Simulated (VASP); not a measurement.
Input of a VASP 6.6.1 run:

POSCAR

```
Hf2C
1.0
    5.3680083726      0.0000000000      0.0000000000
    0.0000000000      5.3680083726      0.0000000000
    0.0000000000      0.0000000000      3.2761702107
Hf C
4 2
Direct
    0.2954865864      0.2954865864      0.0000000000
    0.7045134136      0.7045134136      0.0000000000
    0.7954865864      0.2045134136      0.5000000000
    0.2045134136      0.7954865864      0.5000000000
    0.0000000000      0.0000000000      0.0000000000
    0.5000000000      0.5000000000      0.5000000000
```

File INCAR.step1:

```
SYSTEM = Hf2C
PREC = Accurate
ENCUT = 520
ISMEAR = 0
SIGMA = 0.1
LREAL = .False.
LASPH = .True.
NELM = 80
NBANDS = 33
GGA = PE
ALGO = Normal
EDIFF = 1E-4
LWAVE = .True.
LCHARG = .False.
```

File INCAR.step2:

```
SYSTEM = Hf2C
PREC = Accurate
ENCUT = 520
EDIFF = 1E-6
ISMEAR = 0
SIGMA = 0.1
LREAL = .False.
LASPH = .True.
NELM = 80
ALGO = Normal
ISIF = 2
LWAVE = .False.
LCHARG = .False.
METAGGA = R2SCAN
LMIXTAU = .True.
NBANDS = 33
ISTART = 1
```

The input KPOINTS:

```
Automatic mesh
0
Gamma
  4 4 6
  0 0 0
```

Potentials or basis: VASP PAW PBE potentials, release 64 (Hf_pv, C).

Command:

```bash
$ cat potpaw_PBE.64/Hf_pv/POTCAR potpaw_PBE.64/C/POTCAR > POTCAR
$ cp INCAR.step1 INCAR
$ mpirun -np 1 vasp_std > vasp.out
$ cp INCAR.step2 INCAR
$ mpirun -np 1 vasp_std > vasp.out
```

Task: What does it give for the band gap on the k mesh?

Result: Zero (bands 24 and 25 overlap by 2.26 eV).

Task: Estimate the pressure.

Result: 6.4 GPa.

Forces in eV/Å, atoms in the order of the input:
```
Hf   0.191  0.191  0.000
Hf  -0.191 -0.191  0.000
Hf   0.191 -0.191  0.000
Hf  -0.191  0.191  0.000
C    0.000  0.000  0.000
C    0.000  0.000  0.000
```

Caveat: the cell stands under pressure; the PAW data sets were made with another functional, which shifts forces and pressure a little; spin-orbit coupling is left out, which moves the levels of the heavy elements.
